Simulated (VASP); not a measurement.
# AlC3 (Fm-3m) in VASP: further runs

The runs below take AlC3 through relaxation of cell and atoms, with PBE.

Program: VASP 6.6.1. These are calculated values, not measurements. Logs are shortened: lines on timing, memory, paths and dates and some standing lists are left out, and cuts for length are marked.

### Step 1. The cell of the first run

Symmetry: Fm-3m, No. 225, cubic system. The conventional cell has a = 5.090 Å, b = 5.090 Å, c = 5.090 Å, α = 90.00°, β = 90.00°, γ = 90.00°. Within 2.9 Å of Al (site symmetry m-3m) lie 14 C at 2.20 to 2.54 Å. C (site symmetry m-3m) has 8 C at 2.20 Å and 6 Al at 2.54 Å within 2.9 Å. Within 2.9 Å of C (site symmetry -43m) lie 4 Al at 2.20 Å and 10 C at 2.20 to 2.54 Å.

### Step 2. Relaxation of cell and atoms, PBE, target pressure 5 GPa, at which the enthalpy is minimised

INCAR

```
PREC = Accurate
ENCUT = 600
EDIFF = 1E-7
ISMEAR = -1
SIGMA = 0.05
LREAL = F
LASPH = T
NELM = 120
ALGO = Normal
ISIF = 3
LWAVE = F
LCHARG = F
GGA = PE
IBRION = 2
NSW = 80
EDIFFG = -0.03
PSTRESS = 50.0
GGA_COMPAT = F
NELMIN = 4
```

KPOINTS

```
Automatic mesh
0
Gamma
  7 7 7
```

POSCAR

```
AlC3
1.0
    0.0000000000      2.5450000000      2.5450000000
    2.5450000000      0.0000000000      2.5450000000
    2.5450000000      2.5450000000      0.0000000000
Al C
1 3
Direct
    0.0000000000      0.0000000000      0.0000000000
    0.5000000000      0.5000000000      0.5000000000
    0.2500000000      0.2500000000      0.2500000000
    0.7500000000      0.7500000000      0.7500000000
```

Potentials or basis: VASP PAW PBE potentials, release 64 (Al, C).

On the command line:

```sh
$ cat potpaw_PBE.64/Al/POTCAR potpaw_PBE.64/C/POTCAR > POTCAR
$ mpirun -np 1 vasp_std > vasp.out
```

OUTCAR:

```text
PREC = Accurate
   ENCUT = 600
   EDIFF = 1E-7
   ISMEAR = -1
   LREAL = F
   LASPH = T
   NELM = 120
   ISIF = 3
   GGA = PE
   IBRION = 2
   NSW = 80
   EDIFFG = -0.03
   PSTRESS = 50.0
   NELMIN = 4

 ion  position               nearest neighbor table
   1  0.000  0.000  0.000-   4 2.20   4 2.20   4 2.20   3 2.20   4 2.20   3 2.20   3 2.20   3 2.20
                             2 2.54   2 2.54   2 2.54   2 2.54   2 2.54   2 2.54
   2  0.500  0.500  0.500-   1 2.54   1 2.54   1 2.54   1 2.54   1 2.54   1 2.54
   3  0.250  0.250  0.250-   1 2.20   1 2.20   1 2.20   1 2.20
   4  0.750  0.750  0.750-   1 2.20   1 2.20   1 2.20   1 2.20

  LATTYP: Found a face centered cubic cell.
 ALAT       =     5.0900000000

  Lattice vectors:

 A1 = (   0.0000000000,   2.5450000000,   2.5450000000)
 A2 = (   2.5450000000,   0.0000000000,   2.5450000000)
 A3 = (   2.5450000000,   2.5450000000,   0.0000000000)

Analysis of symmetry for initial positions (statically):
=====================================================================
 Subroutine PRICEL returns:
 Original cell was already a primitive cell.

 Routine SETGRP: Setting up the symmetry group for a
 face centered cubic supercell.

 Subroutine GETGRP returns: Found 48 space group operations
 (whereof 48 operations were pure point group operations)
 out of a pool of 48 trial point group operations.

The static configuration has the point symmetry O_h .

Analysis of symmetry for dynamics (positions and initial velocities):
=====================================================================
 Subroutine PRICEL returns:
 Original cell was already a primitive cell.

 Routine SETGRP: Setting up the symmetry group for a
 face centered cubic supercell.

 Subroutine GETGRP returns: Found 48 space group operations
 (whereof 48 operations were pure point group operations)
 out of a pool of 48 trial point group operations.

The dynamic configuration has the point symmetry O_h .

 Subroutine INISYM returns: Found 48 space group operations
 (whereof 48 operations are pure point group operations),
 and found     1 'primitive' translations

----------------------------------------------------------------------------------------

                                     Primitive cell

  volume of cell :      32.9681

  direct lattice vectors                    reciprocal lattice vectors
     0.000000000  2.545000000  2.545000000    -0.196463654  0.196463654  0.196463654
     2.545000000  0.000000000  2.545000000     0.196463654 -0.196463654  0.196463654
     2.545000000  2.545000000  0.000000000     0.196463654  0.196463654 -0.196463654

  length of vectors
     3.599173516  3.599173516  3.599173516     0.340285031  0.340285031  0.340285031

  position of ions in fractional coordinates (direct lattice)
     0.000000000  0.000000000  0.000000000
     0.500000000  0.500000000  0.500000000
     0.250000000  0.250000000  0.250000000
     0.750000000  0.750000000  0.750000000

  ion indices of the primitive-cell ions
   primitive index   ion index
                 1           1
                 2           2
                 3           3
                 4           4

----------------------------------------------------------------------------------------

 KPOINTS: Automatic mesh

Automatic generation of k-mesh.
 Grid dimensions read from file:
 generate k-points for:    7    7    7

 Generating k-lattice:

  Cartesian coordinates                     Fractional coordinates (reciprocal lattice)
    -0.028066236  0.028066236  0.028066236     0.142857143  0.000000000  0.000000000
     0.028066236 -0.028066236  0.028066236     0.000000000  0.142857143  0.000000000
     0.028066236  0.028066236 -0.028066236     0.000000000  0.000000000  0.142857143

  Length of vectors
     0.048612147  0.048612147  0.048612147

  Shift w.r.t. Gamma in fractional coordinates (k-lattice)
     0.000000000  0.000000000  0.000000000

 Subroutine IBZKPT returns following result:
 ===========================================

 Found     20 irreducible k-points:

 Following reciprocal coordinates:
            Coordinates               Weight
  0.000000  0.000000  0.000000      1.000000
  0.142857  0.000000  0.000000      8.000000
  0.285714  0.000000  0.000000      8.000000
  0.428571  0.000000  0.000000      8.000000
  0.142857  0.142857  0.000000      6.000000
  0.285714  0.142857  0.000000     24.000000
[... 12 lines left out ...]
 -0.428571  0.428571  0.142857     24.000000
 -0.285714  0.428571  0.142857     24.000000
   k-points           NKPTS =     20   k-points in BZ     NKDIM =     20   number of bands    NBANDS=     11
   number of dos      NEDOS =    301   number of ions     NIONS =      4
   total plane-waves  NPLWV =  27000
   dimension x,y,z NGX =    30 NGY =   30 NGZ =   30
   dimension x,y,z NGXF=    60 NGYF=   60 NGZF=   60
   ions per type =               1   3
   NGX,Y,Z   is equivalent  to a cutoff of  13.86, 13.86, 13.86 a.u.
   NGXF,Y,Z  is equivalent  to a cutoff of  27.71, 27.71, 27.71 a.u.
 SYSTEM =  unknown system
   PREC   = accura    normal or accurate (medium, high low for compatibility)
   ISTART =      0    job   : 0-new  1-cont  2-samecut
   ICHARG =      2    charge: 1-file 2-atom 10-const
   ISPIN  =      1    spin polarized calculation?
   LNONCOLLINEAR =      F non collinear calculations
   LSORBIT =      F    spin-orbit coupling
   LASPH  =      T    aspherical Exc in radial PAW
   ENCUT  =  600.0 eV  44.10 Ry    6.64 a.u.   7.19  7.19  7.19*2*pi/ulx,y,z
   NELM   =    120;   NELMIN=  4; NELMDL= -5     # of ELM steps
   EDIFF  = 0.1E-06   stopping-criterion for ELM
   LREAL  =      F    real-space projection
   EDIFFG = -.3E-01   stopping-criterion for IOM
   NSW    =     80    number of steps for IOM
   IBRION =      2    ionic relax: 0-MD 1-quasi-New 2-CG
   NFREE  =      1    steps in history (QN), initial steepest desc. (CG)
   ISIF   =      3    stress and relaxation
   ISYM   =      2    0-nonsym 1-usesym 2-fastsym
   POTIM  = 0.5000    time-step for ionic-motion
   TEBEG  =    0.0;   TEEND  =   0.0 temperature during run
   PSTRESS=   50.0 pullay stress
   NELECT =      15.0000    total number of electrons
   NUPDOWN=      -1.0000    fix difference up-down
   EMIN   =  10.00;   EMAX   =-10.00  energy-range for DOS
   EFERMI =   0.00;   METHOD = LEGACY
   ISMEAR =    -1;   SIGMA  =   0.05  broadening in eV -4-tet -1-fermi 0-gaus
   EFERMI_NEDOS =   21; number of points for ismear=-14 and -15
   IALGO  =     38    algorithm
   IMIX   =      4    mixing-type and parameters
     AMIX     =   0.40;   BMIX     =  1.00
     AMIX_MAG =   1.60;   BMIX_MAG =  1.00
  volume/ion in A,a.u.               =       8.24        55.62
  Fermi-wavevector in a.u.,A,eV,Ry     =   1.259140  2.379430 21.571144  1.585434
  Thomas-Fermi vector in A             =   2.392715
   LORBIT       =      0    0 simple, 1 ext, 2 COOP (PROOUT), +10 PAW based schemes
   GGA     = PE    functional components
   LHFCALC =     F    Hartree Fock is set to
   AEXX    =    0.0000 exact exchange contribution
   IVDW    =     0    specifies the selected vdW correction
   LEPSILON=     F    determine dielectric tensor
   LRPA    =     F    only Hartree local field effects (RPA)
 conjugate gradient relaxation of ions
 non-spin polarized calculation
  energy-cutoff  :      600.00
  volume of cell :       32.97
 maximum number of plane-waves:      1117
 NGX is ok and might be reduce to    30
   NGX = 15   NGY = 15   NGZ = 15

--------------------------------------- Ionic step        1  -------------------------------------------

 number of electron      15.0000000 magnetization

 Free energy of the ion-electron system (eV)
  ---------------------------------------------------
  ext. energy  EPLUGINS =         0.00000000
  ---------------------------------------------------
  free energy    TOTEN  =       -19.91837431 eV

  energy without entropy =      -19.90177345  energy(sigma->0) =      -19.91007388

------------------------ aborting loop because EDIFF is reached ----------------------------------------

  FORCE on cell =-STRESS in cart. coord.  units (eV):
  Direction    XX          YY          ZZ          XY          YZ          ZX
  --------------------------------------------------------------------------------------
  -------------------------------------------------------------------------------------
  Total        2.2111096      2.2111096      2.2111096     -0.0000000      0.0000000     -0.0000000
  in kB      107.4552146    107.4552146    107.4552146     -0.0000000      0.0000000     -0.0000000
  external PRESSURE =      57.4552146 kB  Pullay stress =      50.0000000 kB

 VOLUME and BASIS-vectors are now :
 -----------------------------------------------------------------------------
  energy-cutoff  :      600.00
  volume of cell :       32.97
      direct lattice vectors                 reciprocal lattice vectors
     0.000000000  2.545000000  2.545000000    -0.196463654  0.196463654  0.196463654
     2.545000000  0.000000000  2.545000000     0.196463654 -0.196463654  0.196463654
     2.545000000  2.545000000  0.000000000     0.196463654  0.196463654 -0.196463654
[... 50 lines left out ...]
  FREE ENERGIE OF THE ION-ELECTRON SYSTEM (eV)
  ---------------------------------------------------
  free  energy   TOTEN  =       -19.9782394562 eV

  energy  without entropy=      -19.9603528192  energy(sigma->0) =      -19.96929614

  enthalpy is  TOTEN    =       -18.9047466217 eV   P V=        1.0734928345

--------------------------------------- Ionic step        3  -------------------------------------------

 number of electron      15.0000000 magnetization

 Free energy of the ion-electron system (eV)
  ---------------------------------------------------
  ext. energy  EPLUGINS =         0.00000000
  ---------------------------------------------------
  free energy    TOTEN  =       -19.96813769 eV

  energy without entropy =      -19.95044821  energy(sigma->0) =      -19.95929295

 E-fermi :   8.5121     XC(G=0): -12.1477

 val. band max:        8.5058969100   @ k =  -0.2857   0.2857   0.0000
 cond. band min:       8.5525461072   @ k =   0.4286   0.2857   0.0000
 fundamental gap:      0.0466491971
 Fermi energy:         8.5121062588

 k-point     1 :       0.0000    0.0000    0.0000
  band No.  band energies     occupation
      1      -8.3520      2.00000
      2       2.3692      2.00000
      3       4.3892      2.00000
      4       5.3475      2.00000
      5       5.3475      2.00000
      6       5.3475      2.00000
      7       6.2688      2.00000
      8       6.2688      2.00000
      9       6.2688      2.00000
     10       9.5213      0.00000
     11       9.5213      0.00000

 k-point     2 :       0.1429    0.0000    0.0000
  band No.  band energies     occupation
      1      -8.0606      2.00000
      2       1.2369      2.00000
      3       3.1880      2.00000
      4       4.8168      2.00000
      5       4.8168      2.00000
      6       5.4351      2.00000
      7       6.7089      2.00000
      8       6.7089      2.00000
      9       8.2394      1.99148
     10       9.5077      0.00000
     11       9.5077      0.00000
[... 272 lines left out ...]
 POSITION                                       TOTAL-FORCE (eV/Angst)
 -----------------------------------------------------------------------------------
      0.00000      0.00000      0.00000        -0.000000     -0.000000     -0.000000
      2.57102      2.57102      2.57102        -0.000000     -0.000000     -0.000000
      1.28551      1.28551      1.28551         0.000000      0.000000      0.000000
      3.85654      3.85654      3.85654        -0.000000     -0.000000     -0.000000
 -----------------------------------------------------------------------------------
    total drift:                                0.000000     -0.000000      0.000000

  FREE ENERGIE OF THE ION-ELECTRON SYSTEM (eV)
  ---------------------------------------------------
  free  energy   TOTEN  =       -19.9681376865 eV

  energy  without entropy=      -19.9504482130  energy(sigma->0) =      -19.95929295

  enthalpy is  TOTEN    =       -18.9074004812 eV   P V=        1.0607372053

 reached required accuracy - stopping structural energy minimisation
```

It took 30 s on 1 thread of Intel Xeon Platinum 8375C at 2.90GHz (Ice Lake), shared host; peak memory 0.16 GiB.

What came out:

| Property | Result |
| --- | --- |
| Free energy | -19.9681 eV |
| Relaxed volume | 8.50 Å³/atom |
| Relaxed cell | a = 3.636 Å, b = 3.636 Å, c = 3.636 Å, α = 60.00°, β = 60.00°, γ = 60.00° |
| Space group after relaxing (to 0.1 Å) | Fm-3m (No. 225) |
| Energy change on relaxing (the run minimises the enthalpy) | -12.4 meV/atom |
| Ionic steps | 3 |
| Pressure after relaxing | 5.0 GPa |
| Band gap on the k mesh | zero (an odd number of electrons rules out a gap without spin polarisation) |

Step by step:
| step | energy change (eV) | largest force (eV/Å) | pressure (GPa) | volume (Å³) |
| --- | --- | --- | --- | --- |
| 1 | 0.0000 | 0.0000 | 10.75 | 32.97 |
| 2 | -0.0599 | 0.0000 | 2.94 | 34.40 |
| 3 | -0.0498 | 0.0000 | 5.01 | 33.99 |

Final structure:
```
CELL_PARAMETERS angstrom
0.00000 2.57102 2.57102
2.57102 0.00000 2.57102
2.57102 2.57102 0.00000
ATOMIC_POSITIONS crystal
Al 0.00000 0.00000 0.00000
C 0.50000 0.50000 0.50000
C 0.25000 0.25000 0.25000
C 0.75000 0.75000 0.75000
```

Levels at points of the mesh, in eV from the Fermi level:
```csv
k point,band 6,band 7,band 8,band 9,band 10,band 11
"(0.00, 0.00, 0.00)",-3.16,-2.24,-2.24,-2.24,1.01,1.01
```

Caveat: the cell is relaxed towards a set pressure, so the run minimises the enthalpy, not the energy.

(Continued in part 2 of 2.)
